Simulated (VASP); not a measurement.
Crystal: CsSnI3.

```
Cs Sn I
1.0
     4.23122    2.44290    3.52588
    -4.23122    2.44290    3.52588
     0.00000   -4.88579    3.52588
Cs Sn I
1 1 3
Cartesian
  0.0000 0.0000 5.2888
  0.0000 0.0000 0.0984
  1.8490 -1.0675 4.2155
  0.0000 2.1351 4.2155
  -1.8490 -1.0675 4.2155
```

- Program: VASP 6.6.1
- Task: relaxation of cell and atoms
- Functional: PBE
- Potentials or basis: VASP PAW PBE potentials, release 64 (Cs_sv, Sn_d, I)
- Cutoff: 600 eV
- k mesh: 3 × 3 × 3
- Occupations: gaussian, width 0.1 eV
- Spin: no spin polarisation

At the start: pressure 20.6 GPa; volume 43.73 Å³/atom.

Question: How do energy, volume and symmetry change on relaxing?

Answer: Over 50 steps the energy falls by 3292.7 meV/atom and the volume is 89.01 Å³/atom (+103.5 %); space group R3m (No. 160, to 0.05 Å).

The path:
| step | energy change (eV) | largest force (eV/Å) | pressure (GPa) | volume (Å³) |
| --- | --- | --- | --- | --- |
| 1 | 0.0000 | 16.7405 | 20.63 | 218.67 |
| 3 | -11.9698 | 1.1228 | 0.11 | 325.33 |
| 5 | -11.9712 | 1.1274 | 0.03 | 328.98 |
| 7 | -12.5095 | 1.7416 | -0.27 | 333.13 |
| 9 | -14.9998 | 1.1933 | -0.64 | 342.31 |
| 11 | -15.0836 | 1.1194 | -0.31 | 341.68 |
| 13 | -15.3227 | 1.1319 | 0.24 | 341.27 |
| 15 | -16.0259 | 0.9974 | 0.65 | 349.65 |
| 17 | -16.0684 | 1.3011 | 1.13 | 351.96 |
| 19 | -16.2358 | 0.3430 | -0.07 | 385.41 |
| 21 | -16.3050 | 0.2547 | -0.04 | 390.44 |
| 23 | -16.3256 | 0.2445 | 0.00 | 394.73 |
| 25 | -16.3578 | 0.2133 | -0.16 | 395.60 |
| 27 | -16.3640 | 0.0707 | 0.03 | 389.84 |
| 29 | -16.3699 | 0.0414 | 0.04 | 389.35 |
| 31 | -16.3790 | 0.1138 | 0.03 | 390.97 |
| 33 | -16.4010 | 0.3420 | -0.19 | 412.01 |
| 35 | -16.4038 | 0.3913 | -0.23 | 417.87 |
| 37 | -16.4134 | 0.3400 | -0.20 | 421.83 |
| 39 | -16.4376 | 0.1600 | -0.04 | 436.11 |
| 41 | -16.4406 | 0.1627 | 0.00 | 440.00 |
| 43 | -16.4514 | 0.1148 | -0.02 | 446.10 |
| 45 | -16.4583 | 0.0758 | -0.05 | 455.69 |
| 47 | -16.4627 | 0.0587 | 0.03 | 443.09 |
| 49 | -16.4622 | 0.1422 | -0.09 | 445.40 |
| 50 | -16.4634 | 0.0339 | -0.02 | 445.07 |

Final structure:
```yaml
crystal:
  lattice:
    - [5.06148, 2.92225, 5.01515]
    - [-5.06148, 2.92225, 5.01515]
    - [0.00000, -5.84449, 5.01515]
  atoms:
    - { symbol: Cs, position: [0.55947, 0.55947, 0.55947] }
    - { symbol: Sn, position: [0.86399, 0.86399, 0.86399] }
    - { symbol: I, position: [0.62000, 0.04145, 0.62000] }
    - { symbol: I, position: [0.62000, 0.62000, 0.04145] }
    - { symbol: I, position: [0.04145, 0.62000, 0.62000] }
```

Caveat: the volume moved by over 15 % at a fixed basis, so the end points are rough.
